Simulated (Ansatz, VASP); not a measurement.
**ZnSe: VASP beside Ansatz**

```xyz
2
Lattice="0.0000 2.9463 2.7196 2.9463 0.0000 2.7196 2.9463 2.9463 0.0000" Properties=species:S:1:pos:R:3 pbc="T T T"
Zn    0.0000    0.0000    0.0000
Se    4.4194    4.4194    4.0794
```

Change from the starting cell: strain +0.040 along x and y, -0.040 along z, atoms carried along.

Alike in both runs: task single point; functional r2SCAN; k mesh 8 × 8 × 8; occupations gaussian, width 0.05 eV; no spin polarisation.

```csv
,VASP,Ansatz
version,VASP 6.6.1,Ansatz 0.2.0
potentials or method,"VASP PAW PBE potentials, release 64 (Zn, Se), cutoff 520 eV","scalar-relativistic, plane waves, PAW"
valence electrons in the cell,18,28
```

Ansatz gave:

```
gap on the k mesh at the Fermi level (eV)                     : 1.52
least direct gap on the mesh (eV)                             : 1.52
pressure (GPa)                                                : -2.4
traceless stress, the component that is largest in VASP (GPa) : 1.75
```

Q: Which values does VASP return?

A: gap on the k mesh at the Fermi level (eV): 1.52; least direct gap on the mesh (eV): 1.52; pressure (GPa): -2.3; traceless stress, the component that is largest in VASP (GPa): 1.75.

VASP's potentials were made for PBE, not for r2SCAN. VASP's potentials hold 18 valence electrons a cell and Ansatz's 28, so a difference there can come from the potentials and not from the codes.
